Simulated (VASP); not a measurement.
# CoO: single point with PBE

Crystal: CoO.

```xyz
4
Lattice="3.1595 0.0000 0.0000 -1.5797 2.7362 0.0000 0.0000 0.0000 5.3414" Properties=species:S:1:pos:R:3 pbc="T T T"
Co    0.0000    0.0000    0.0381
Co    0.0000    1.8241    2.7088
O     0.0000    0.0000    1.9649
O     0.0000    1.8241    4.6356
```

This cell differs from its parent crystal: uniaxial strain along c: +1.0 %.

| Item | Value |
| --- | --- |
| Program | VASP 6.6.1 |
| Task | single point |
| Functional | PBE |
| Potentials or basis | VASP PAW PBE potentials, release 64 (Co, O) |
| Cutoff | 520 eV |
| k mesh | 12 × 12 × 8 |
| Occupations | gaussian, width 0.01 eV |
| Spin | collinear spin, antiferromagnetic start |
| Starting moments | [-2.32, 2.32, 0.17, -0.17] μB |
| Dipole correction | no |
| Further INCAR settings | ALGO = Normal; EDIFF = 1e-06; NBANDS = 27 |

```json
{"Pressure": "-1.0 GPa", "Largest force": "0.102 eV/Å", "Band gap on the k mesh": "0.15 eV (least direct gap 0.24 eV)", "Net moment": "0.00 μB per cell", "Site moments": "Co -2.29, +2.29; O +0.16, -0.16 μB", "Valence electrons inside the program's atomic spheres": "Co 7.99; O 4.99"}
```

Forces on the atoms (eV/Å):
```
Co   0.000  0.000  0.102
Co   0.000  0.000  0.102
O    0.000  0.000 -0.102
O    0.000  0.000 -0.102
```

Stress tensor (GPa, compression positive):
```
 0.02  0.00  0.00
 0.00  0.02  0.00
 0.00  0.00 -2.98
```

Levels at points of the mesh, in eV from the valence-band top:
Spin up:
| k point | band 11 | band 12 | band 13 | band 14 | band 15 | band 16 | band 17 | band 18 | band 19 | band 20 |
| --- | --- | --- | --- | --- | --- | --- | --- | --- | --- | --- |
| (0.00, 0.00, 0.00) | -1.74 | -0.99 | -0.99 | -0.05 | -0.05 | 0.28 | 1.74 | 2.13 | 2.13 | 5.74 |
| (0.50, 0.00, 0.00) | -1.86 | -1.77 | -1.33 | -0.25 | -0.09 | 0.15 | 0.85 | 1.48 | 5.90 | 6.27 |
| (0.00, 0.00, 0.50) | -1.40 | -0.96 | -0.96 | 0.00 | 0.00 | 0.93 | 2.01 | 2.01 | 2.67 | 3.17 |
| (0.50, 0.00, 0.50) | -1.83 | -1.56 | -1.18 | -0.41 | -0.22 | 0.30 | 0.97 | 1.36 | 5.49 | 5.96 |
Spin down:
```tsv
k point	band 11	band 12	band 13	band 14	band 15	band 16	band 17	band 18	band 19	band 20
(0.00, 0.00, 0.00)	-1.74	-0.99	-0.99	-0.05	-0.05	0.28	1.74	2.13	2.13	5.74
(0.50, 0.00, 0.00)	-1.86	-1.77	-1.33	-0.25	-0.09	0.15	0.85	1.48	5.90	6.27
(0.00, 0.00, 0.50)	-1.40	-0.96	-0.96	0.00	0.00	0.93	2.01	2.01	2.67	3.17
(0.50, 0.00, 0.50)	-1.83	-1.56	-1.18	-0.41	-0.22	0.30	0.97	1.36	5.49	5.96
```

It took 3.5 min on 1 thread of Oxide Virtual Turin-like Processor, with other jobs on the host, peak memory 0.26 GiB.

Caveat: the cell differs from its parent crystal (uniaxial strain along c: +1.0 %). A k mesh can miss the band edges.
